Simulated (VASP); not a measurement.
# Be3As2 (C2) in VASP: further runs

Be3As2 is run at these levels: PBE; tasks: single point, relaxation of shape and atoms at fixed volume.

Program: VASP 6.6.1. These are calculated values, not measurements. Logs are shortened: lines on timing, memory, paths and dates and some standing lists are left out, and cuts for length are marked.

### Step 1. The cell of the first run

It takes space group C2 (No. 5, monoclinic). Conventional cell: a = 6.285 Å, b = 4.062 Å, c = 6.105 Å, α = 90.00°, β = 101.73°, γ = 90.00°. Within 3.0 Å of Be (site symmetry 1) lie 4 As at 2.27 to 2.54 Å and 4 Be at 2.49 to 2.72 Å. Be (site symmetry 2) has 4 As at 2.34 to 2.38 Å and 2 Be at 2.49 Å within 3.1 Å. Within 3.0 Å of As (site symmetry 1) lie 6 Be at 2.27 to 2.54 Å.

### Step 2. Single point, PBE (15.26 Å³/atom)

File INCAR:

```
PREC     = Accurate       # precision mode
ENCUT    = 520            # plane-wave cutoff, eV
EDIFF    = 1E-6           # SCF threshold, eV
ISMEAR   = 0              # smearing method
SIGMA    = 0.02           # smearing width, eV
LREAL    = False          # projectors in reciprocal space
LASPH    = True           # aspherical terms in the spheres
NELM     = 60             # most SCF steps
ALGO     = Normal         # electronic algorithm
ISIF     = 2              # what is computed and relaxed
LWAVE    = False          # write WAVECAR
LCHARG   = False          # write CHGCAR
GGA      = PE             # functional
NBANDS   = 16             # bands
```

File KPOINTS:

```
Automatic mesh
0
Gamma
  10 10 6
```

File POSCAR:

```
Be3As2
1.0
    3.1427316801     -2.0307698051      0.0073637724
    3.1427316801      2.0307698051      0.0073637724
   -1.2554086263      0.0000000000      5.9747402792
Be As
3 2
Direct
    0.6784417402      0.6049355221      0.3762263587
    0.7756613183      0.2243386817      0.0000000000
    0.3950644779      0.3215582598      0.6237736413
    0.3462501835      0.1952690747      0.2371227808
    0.8047309253      0.6537498165      0.7628772192
```

Potentials or basis: VASP PAW PBE potentials, release 64 (Be, As).

The run is started by

```console
> cat potpaw_PBE.64/Be/POTCAR potpaw_PBE.64/As/POTCAR > POTCAR
> mpirun -np 1 vasp_std > vasp.out
```

OUTCAR:

```text
PREC = Accurate
   ENCUT = 520
   EDIFF = 1E-6
   ISMEAR = 0
   LREAL = False
   LASPH = True
   NELM = 60
   ISIF = 2
   GGA = PE

 ion  position               nearest neighbor table
   1  0.678  0.605  0.376-   4 2.27   5 2.32   4 2.32   4 2.54
   2  0.776  0.224  0.000-   4 2.34   5 2.34   5 2.38   4 2.38
   3  0.395  0.322  0.624-   5 2.27   4 2.32   5 2.32   5 2.54
   4  0.346  0.195  0.237-   1 2.27   3 2.32   1 2.32   2 2.34   2 2.38   1 2.54
   5  0.805  0.654  0.763-   3 2.27   1 2.32   3 2.32   2 2.34   2 2.38   3 2.54

  LATTYP: Found a base centered monoclinic cell.
 ALAT       =     6.2854806143
 B/A-ratio  =     0.6461780506
 C/A-ratio  =     0.9713192974
 COS(beta)  =    -0.2033355142

  Lattice vectors:

 A1 = (   3.1427316801,  -2.0307698051,   0.0073637724)
 A2 = (   3.1427316801,   2.0307698051,   0.0073637724)
 A3 = (  -1.2554086263,   0.0000000000,   5.9747402792)

Analysis of symmetry for initial positions (statically):
=====================================================================
 Subroutine PRICEL returns:
 Original cell was already a primitive cell.

 Routine SETGRP: Setting up the symmetry group for a
 base centered monoclinic supercell.

 Subroutine GETGRP returns: Found  2 space group operations
 (whereof  2 operations were pure point group operations)
 out of a pool of  4 trial point group operations.

The static configuration has the point symmetry C_2 .

Analysis of symmetry for dynamics (positions and initial velocities):
=====================================================================
 Subroutine PRICEL returns:
 Original cell was already a primitive cell.

 Routine SETGRP: Setting up the symmetry group for a
 base centered monoclinic supercell.

 Subroutine GETGRP returns: Found  2 space group operations
 (whereof  2 operations were pure point group operations)
 out of a pool of  4 trial point group operations.

The dynamic configuration has the point symmetry C_2 .

 Subroutine INISYM returns: Found  2 space group operations
 (whereof  2 operations are pure point group operations),
 and found     1 'primitive' translations

----------------------------------------------------------------------------------------

                                     Primitive cell

  volume of cell :      76.3011

  direct lattice vectors                    reciprocal lattice vectors
     3.142731680 -2.030769805  0.007363772     0.159018970 -0.246212052  0.033412965
     3.142731680  2.030769805  0.007363772     0.159018970  0.246212052  0.033412965
    -1.255408626  0.000000000  5.974740279    -0.000391977  0.000000000  0.167288930

  length of vectors
     3.741769988  3.741769988  6.105208614     0.294998023  0.294998023  0.167289389

  position of ions in fractional coordinates (direct lattice)
     0.678441740  0.604935522  0.376226359
     0.775661318  0.224338682  0.000000000
     0.395064478  0.321558260  0.623773641
     0.346250183  0.195269075  0.237122781
     0.804730925  0.653749817  0.762877219

  ion indices of the primitive-cell ions
   primitive index   ion index
                 1           1
                 2           2
                 3           3
                 4           4
                 5           5

----------------------------------------------------------------------------------------

 KPOINTS: Automatic mesh

Automatic generation of k-mesh.
 Grid dimensions read from file:
 generate k-points for:   10   10    6

 Generating k-lattice:

  Cartesian coordinates                     Fractional coordinates (reciprocal lattice)
     0.015901897 -0.024621205  0.003341296     0.100000000  0.000000000 -0.000000000
     0.015901897  0.024621205  0.003341296     0.000000000  0.100000000 -0.000000000
    -0.000065329  0.000000000  0.027881488     0.000000000  0.000000000  0.166666667

  Length of vectors
     0.029499802  0.029499802  0.027881565

  Shift w.r.t. Gamma in fractional coordinates (k-lattice)
     0.000000000  0.000000000  0.000000000

 Subroutine IBZKPT returns following result:
 ===========================================

 Found    172 irreducible k-points:

 Following reciprocal coordinates:
            Coordinates               Weight
  0.000000  0.000000  0.000000      1.000000
  0.100000 -0.000000  0.000000      4.000000
  0.200000 -0.000000  0.000000      4.000000
  0.300000 -0.000000  0.000000      4.000000
  0.400000 -0.000000 -0.000000      4.000000
  0.500000 -0.000000 -0.000000      2.000000
[... 16 lines left out ...]
  0.300000  0.300000  0.000000      2.000000
  0.400000  0.300000 -0.000000      4.000000
 [... further k-points ...]
   k-points           NKPTS =    172   k-points in BZ     NKDIM =    172   number of bands    NBANDS=     16
   number of dos      NEDOS =    301   number of ions     NIONS =      5
   total plane-waves  NPLWV =  37632
   dimension x,y,z NGX =    28 NGY =   28 NGZ =   48
   dimension x,y,z NGXF=    56 NGYF=   56 NGZF=   96
   ions per type =               3   2
   NGX,Y,Z   is equivalent  to a cutoff of  12.44, 12.44, 13.07 a.u.
   NGXF,Y,Z  is equivalent  to a cutoff of  24.88, 24.88, 26.14 a.u.
 SYSTEM =  unknown system
   PREC   = accura    normal or accurate (medium, high low for compatibility)
   ISTART =      0    job   : 0-new  1-cont  2-samecut
   ICHARG =      2    charge: 1-file 2-atom 10-const
   ISPIN  =      1    spin polarized calculation?
   LNONCOLLINEAR =      F non collinear calculations
   LSORBIT =      F    spin-orbit coupling
   LASPH  =      T    aspherical Exc in radial PAW
   ENCUT  =  520.0 eV  38.22 Ry    6.18 a.u.   6.96  6.96 11.35*2*pi/ulx,y,z
   NELM   =     60;   NELMIN=  2; NELMDL= -5     # of ELM steps
   EDIFF  = 0.1E-05   stopping-criterion for ELM
   LREAL  =      F    real-space projection
   EDIFFG = 0.1E-04   stopping-criterion for IOM
   NSW    =      0    number of steps for IOM
   IBRION =     -1    ionic relax: 0-MD 1-quasi-New 2-CG
   NFREE  =      0    steps in history (QN), initial steepest desc. (CG)
   ISIF   =      2    stress and relaxation
   ISYM   =      2    0-nonsym 1-usesym 2-fastsym
   POTIM  = 0.5000    time-step for ionic-motion
   TEBEG  =    0.0;   TEEND  =   0.0 temperature during run
   PSTRESS=    0.0 pullay stress
   NELECT =      16.0000    total number of electrons
   NUPDOWN=      -1.0000    fix difference up-down
   EMIN   =  10.00;   EMAX   =-10.00  energy-range for DOS
   EFERMI =   0.00;   METHOD = LEGACY
   ISMEAR =     0;   SIGMA  =   0.02  broadening in eV -4-tet -1-fermi 0-gaus
   EFERMI_NEDOS =   21; number of points for ismear=-14 and -15
   IALGO  =     38    algorithm
   IMIX   =      4    mixing-type and parameters
     AMIX     =   0.40;   BMIX     =  1.00
     AMIX_MAG =   1.60;   BMIX_MAG =  1.00
  volume/ion in A,a.u.               =      15.26       102.98
  Fermi-wavevector in a.u.,A,eV,Ry     =   0.972608  1.837963 12.870657  0.945967
  Thomas-Fermi vector in A             =   2.102920
   LORBIT       =      0    0 simple, 1 ext, 2 COOP (PROOUT), +10 PAW based schemes
   GGA     = PE    functional components
   LHFCALC =     F    Hartree Fock is set to
   AEXX    =    0.0000 exact exchange contribution
   IVDW    =     0    specifies the selected vdW correction
   LEPSILON=     F    determine dielectric tensor
   LRPA    =     F    only Hartree local field effects (RPA)
 non-spin polarized calculation
 Gauss-broadening in eV      SIGMA  =   0.02
  energy-cutoff  :      520.00
  volume of cell :       76.30
 maximum number of plane-waves:      2082
   NGX = 13   NGY = 13   NGZ = 23

 number of electron      16.0000000 magnetization

 Free energy of the ion-electron system (eV)
  ---------------------------------------------------
  ext. energy  EPLUGINS =         0.00000000
  ---------------------------------------------------
  free energy    TOTEN  =       -20.90368960 eV

  energy without entropy =      -20.90368960  energy(sigma->0) =      -20.90368960

 E-fermi :   4.8927     XC(G=0):  -9.6203

 val. band max:        4.8012408956   @ k =   0.0000   0.0000   0.0000
 cond. band min:       5.2058424408   @ k =   0.5000   0.5000  -0.0000
 fundamental gap:      0.4046015452
 Fermi energy:         4.8926624771

 k-point     1 :       0.0000    0.0000    0.0000
  band No.  band energies     occupation
      1      -8.2413      2.00000
      2      -6.3610      2.00000
      3      -1.9160      2.00000
      4       2.5511      2.00000
      5       3.1593      2.00000
      6       4.1296      2.00000
[... 8 lines left out ...]
     15       9.3408      0.00000
     16      11.0924      0.00000

 k-point     2 :       0.1000   -0.0000    0.0000
  band No.  band energies     occupation
      1      -8.1501      2.00000
      2      -6.3109      2.00000
      3      -1.8107      2.00000
      4       1.9502      2.00000
      5       2.8838      2.00000
      6       3.6156      2.00000
[... 8 lines left out ...]
     15       9.4732      0.00000
     16      10.7384      0.00000

 k-point     3 :       0.2000   -0.0000    0.0000
  band No.  band energies     occupation
      1      -7.8838      2.00000
      2      -6.1846      2.00000
      3      -1.5004      2.00000
      4       0.7208      2.00000
      5       2.1940      2.00000
      6       2.7113      2.00000
[... 8 lines left out ...]
     15      10.2575      0.00000
     16      11.0400      0.00000

 k-point     4 :       0.3000   -0.0000    0.0000
  band No.  band energies     occupation
      1      -7.4683      2.00000
      2      -6.0650      2.00000
      3      -1.0200      2.00000
      4      -0.3515      2.00000
      5       0.9915      2.00000
      6       2.3484      2.00000
[... 8 lines left out ...]
     15      11.1043      0.00000
     16      12.0502      0.00000

 k-point     5 :       0.4000   -0.0000   -0.0000
  band No.  band energies     occupation
      1      -6.9671      2.00000
      2      -6.0950      2.00000
      3      -1.0614      2.00000
      4      -0.4093      2.00000
      5       0.1528      2.00000
      6       1.7169      2.00000
[... 8 lines left out ...]
     15      11.6850      0.00000
     16      12.0207      0.00000

 k-point     6 :       0.5000   -0.0000   -0.0000
  band No.  band energies     occupation
      1      -6.6041      2.00000
      2      -6.2728      2.00000
      3      -1.2029      2.00000
      4      -0.5450      2.00000
      5       0.4661      2.00000
      6       1.0158      2.00000
[... 8 lines left out ...]
     15      11.8581      0.00000
     16      12.7930      0.00000
[... 267 lines left out ...]
 k-point    21 :      -0.3000    0.2000   -0.0000
  band No.  band energies     occupation
      1      -6.8257      2.00000
      2      -6.0200      2.00000
      3      -0.6708      2.00000
      4      -0.2475      2.00000
      5       0.1275      2.00000
      6       0.6898      2.00000
[... 8 lines left out ...]
     15      11.4182      0.00000
     16      12.1805      0.00000

 k-point    22 :      -0.2000    0.2000    0.0000
  band No.  band energies     occupation
      1      -7.2960      2.00000
      2      -6.0218      2.00000
      3      -0.8582      2.00000
      4      -0.0051      2.00000
      5       0.6329      2.00000
      6       1.1694      2.00000
[... 8 lines left out ...]
     15      10.8797      0.00000
     16      12.3056      0.00000

 k-point    23 :       0.3000    0.3000    0.0000
  band No.  band energies     occupation
      1      -7.3122      2.00000
      2      -5.8278      2.00000
      3      -0.8440      2.00000
      4      -0.3232      2.00000
      5       0.7214      2.00000
      6       1.3860      2.00000
[... 8 lines left out ...]
     15      11.3776      0.00000
     16      11.8839      0.00000

 k-point    24 :       0.4000    0.3000   -0.0000
  band No.  band energies     occupation
      1      -6.9876      2.00000
      2      -5.7126      2.00000
      3      -1.0128      2.00000
      4      -0.4738      2.00000
      5       0.2641      2.00000
      6       1.0860      2.00000
[... 8 lines left out ...]
     15      11.5231      0.00000
     16      12.2777      0.00000

 [... further k-points ...]
[... 5 lines left out ...]
  --------------------------------------------------------------------------------------
  -------------------------------------------------------------------------------------
  Total       -1.8029748     -1.8340043     -1.7923509      0.0000000      0.0000000      0.0053184
  in kB      -37.8590273    -38.5105861    -37.6359449      0.0000000      0.0000000      0.1116763
  external PRESSURE =     -38.0018528 kB  Pullay stress =       0.0000000 kB

 VOLUME and BASIS-vectors are now :
 -----------------------------------------------------------------------------
  energy-cutoff  :      520.00
  volume of cell :       76.30
      direct lattice vectors                 reciprocal lattice vectors
     3.142731680 -2.030769805  0.007363772     0.159018970 -0.246212052  0.033412965
     3.142731680  2.030769805  0.007363772     0.159018970  0.246212052  0.033412965
    -1.255408626  0.000000000  5.974740279    -0.000391977  0.000000000  0.167288930

 POSITION                                       TOTAL-FORCE (eV/Angst)
 -----------------------------------------------------------------------------------
      3.56099     -0.14927      2.25731         0.002060     -0.008973     -0.005820
      3.14273     -1.11961      0.00736        -0.000000      0.005917     -0.000000
      1.46906     -0.14927      3.73216        -0.002060     -0.008973      0.005820
      1.40416     -0.30661      1.42073        -0.005473      0.006014     -0.016436
      3.62589     -0.30661      4.56873         0.005473      0.006014      0.016436
 -----------------------------------------------------------------------------------
    total drift:                                0.000000      0.000141     -0.000000

  FREE ENERGIE OF THE ION-ELECTRON SYSTEM (eV)
  ---------------------------------------------------
  free  energy   TOTEN  =       -20.9036895953 eV

  energy  without entropy=      -20.9036895953  energy(sigma->0) =      -20.90368960
```

Wall time 91 s (1 thread of Intel Xeon 6975P-C (Granite Rapids), shared host); peak memory 0.31 GiB.

What came out:

```
Free energy            : -20.9037 eV
Pressure               : -3.8 GPa
Largest force          : 0.018 eV/Å
Band gap on the k mesh : 0.40 eV (least direct gap 1.35 eV)
```

Forces in eV/Å, atoms in the order of the input:
```
Be   0.002 -0.009 -0.006
Be   0.000  0.006  0.000
Be  -0.002 -0.009  0.006
As  -0.005  0.006 -0.016
As   0.005  0.006  0.016
```

Levels at points of the mesh, in eV from the valence-band top:
```
           k point  band 4  band 5  band 6  band 7  band 8  band 9  band 10  band 11  band 12  band 13
(0.00, 0.00, 0.00)   -2.25   -1.64   -0.67   -0.04    0.00    1.35     1.94     2.83     3.40     3.65
(0.50, 0.00, 0.00)   -5.35   -4.34   -3.79   -2.58   -1.77    1.42     2.11     4.51     4.61     5.67
(0.50, 0.50, 0.00)   -5.48   -4.18   -3.93   -2.31   -1.62    0.40     1.01     2.20     3.36     4.56
(0.00, 0.00, 0.50)   -3.62   -1.72   -1.50   -1.07   -0.83    1.50     2.29     3.20     4.12     4.31
(0.50, 0.00, 0.50)   -6.17   -3.27   -2.76   -1.85   -0.67    0.72     1.68     2.08     2.76     4.61
(0.50, 0.50, 0.50)   -5.98   -3.50   -3.46   -3.31   -2.47    0.92     1.00     3.44     3.62     5.40
```

Caveat: the cell stands under tension; semilocal functionals underestimate gaps, and a narrow one can read as zero.

(Part 1 of 2 ends here.)

The gap in the log of VASP goes by the Fermi energy; the results here count the filled bands.